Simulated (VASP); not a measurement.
Write the native input for VASP 6.6.1 that does the following.

```
Task                   : single point
Functional             : PBE
Potentials or basis    : VASP PAW PBE potentials, release 64 (Hf_pv, O, Al)
Cutoff                 : 520 eV
k mesh                 : 1 × 1 × 1, shifted
Occupations            : fermi-dirac, width 0.01 eV
Spin                   : collinear spin
Starting moments       : [0.0, 0.1, 0.07, 0.0, 0.0, 0.04, 0.0, 0.01, 0.01, 0.06, 0.02, 0.01, 0.01, 0.01, 0.01, 0.01, 0.0, 0.03, 0.01, 0.0, 0.0, 0.01, 0.0, 0.0, 0.0] μB
Fixed moment           : 1 μB
Dipole correction      : no
Further INCAR settings : ALGO = Normal; EDIFF = 1e-06; NBANDS = 112
```

The structure of Hf8AlO16 (a cell with a defect) lies in POSCAR:

```
Hf8AlO16
1.0
    0.0000000000      5.0697034800      5.1017273300
    5.2943205200      0.0000000000      5.1017273300
    5.2943205200      5.0697034800      0.0000000000
Hf O Al
8 16 1
Direct
    0.2159133705      0.0101570546      0.0481438595
    0.6863255966      0.5386700688      0.5708854426
    0.2807138251      0.4834132973      0.9860061821
    0.7997796550      0.9548035600      0.4957559051
    0.2145217321      0.0120124160      0.5162205362
    0.6913632392      0.5551107818     -0.0152759987
    0.2685887853      0.4654661837      0.4864861134
    0.7473272769      0.9905778133      0.9897396451
    0.0326787274      0.3773007891     -0.0054208733
    0.5497122972      0.8808825752      0.4790738214
    0.4117167752      0.4505889166      0.6787057715
    0.9197494658      0.9503936596      0.1694338245
    0.1005610877      0.3799636779      0.3419500982
    0.6027206392      0.8954382355      0.8509898462
    0.3389817922      0.6415120216      0.1250915105
    0.8313763511      0.1619211897      0.6255039177
    0.1561625176      0.7978102911      0.4452191656
    0.6363466891      0.3333179663      0.9340137960
    0.3895741437      0.0883856757      0.1423825575
    0.8884588214      0.5896905903      0.6474342774
    0.2135987639      0.1563935007      0.7135315508
    0.7273119010      0.6270212712      0.2268712644
    0.0744370319      0.7951525551      0.8455195603
    0.6193287874      0.2969279429      0.3331788307
    0.9041732574      0.3203496457      0.2922005859
```

The input as run:

INCAR

```
SYSTEM = Hf8AlO16
  PREC = Accurate
  ENCUT = 520
  EDIFF = 1E-6
  ISMEAR = -1
  SIGMA = 0.01
  LREAL = .False.
  LASPH = .True.
  NELM = 200
  ALGO = Normal
  ISIF = 2
  LWAVE = .False.
  LCHARG = .False.
  ISPIN = 2
  MAGMOM = 0 0.1 0.07 0 0 0.04 0 0.01 0.01 0.06 0.02 0.01 0.01 0.01 0.01 0.01 0 0.03 0.01 0 0 0.01 0 0 0
  LORBIT = 11
  NUPDOWN = 1.0
  LMAXMIX = 4
  GGA = PE
  NBANDS = 112
  GGA_COMPAT = .False.
```

KPOINTS

```
Automatic mesh
0
Gamma
  1 1 1
  0.25 0.25 0.25
```

Potentials or basis: VASP PAW PBE potentials, release 64 (Hf_pv, O, Al).

Run with:

```sh
$ cat potpaw_PBE.64/Hf_pv/POTCAR potpaw_PBE.64/O/POTCAR potpaw_PBE.64/Al/POTCAR > POTCAR
$ mpirun -np 1 vasp_std > vasp.out
```

It gave:

| Item | Value |
| --- | --- |
| Pressure | 7.1 GPa |
| Largest force | 0.279 eV/Å |
| Net moment | 1.00 μB per cell |
| Site moments | Hf +0.01, +0.23, +0.18, +0.09, +0.02, +0.04 (each value once); O +0.01, +0.05, +0.00, +0.02, -0.00 (each value once); Al +0.00 μB |
| Valence electrons inside the program's atomic spheres | Hf 8.31, 8.62, 8.47, 8.46, 8.37, 8.58, 8.28 (each value once); O 5.13, 5.11, 5.12, 5.10, 5.09, 5.14, 5.08 (each value once); Al 0.84 |

Caveat: the k points lie up to 0.53 Å⁻¹ apart; the total moment is fixed, so each spin has its own Fermi level and the state may be an excited one.

It took 7.9 min on 1 thread of Intel(R) Xeon(R) Platinum 8488C (Sapphire Rapids) (shared host), peak memory 0.62 GiB.
